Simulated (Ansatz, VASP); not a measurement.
## FeSe2: VASP beside Ansatz

```
CELL_PARAMETERS angstrom
4.68509 0.00000 0.00000
0.00000 5.64411 0.00000
0.00000 0.00000 3.51709
ATOMIC_POSITIONS crystal
Fe 0.00000 0.00000 0.00000
Fe 0.50000 0.50000 0.50000
Se 0.21933 0.36620 0.00000
Se 0.78067 0.63380 0.00000
Se 0.71933 0.13380 0.50000
Se 0.28067 0.86620 0.50000
```

Alike in both runs: functional LDA; k mesh 8 × 6 × 10; occupations gaussian, width 0.02 eV; no spin polarisation.

Ansatz relaxed the structure, and its values are those at the end. VASP's run is a single point on that final structure, the one shown.

```csv
,VASP,Ansatz
version,VASP 6.6.1,Ansatz 0.2.0
potentials or method,"VASP PAW LDA potentials, release 64 (Fe, Se), cutoff 520 eV","scalar-relativistic, plane waves, PAW"
valence electrons in the cell,40,96
```

|  | VASP | Ansatz | Ansatz less VASP |
| --- | --- | --- | --- |
| gap on the k mesh at the Fermi level (eV) | 0.29 | 0.31 | +0.018 |
| least direct gap on the mesh (eV) | 0.90 | 0.90 | +0.003 |
| pressure (GPa) | 0.6 | 0.0 | -0.58 |
| rms of the force components (eV/Å) | 0.007 | 0.001 | -0.0067 |

LDA's correlation is that of Perdew and Zunger in VASP and of Perdew and Wang (1992) in Ansatz. VASP's potentials hold 40 valence electrons a cell and Ansatz's 96, so a difference there can come from the potentials and not from the codes.
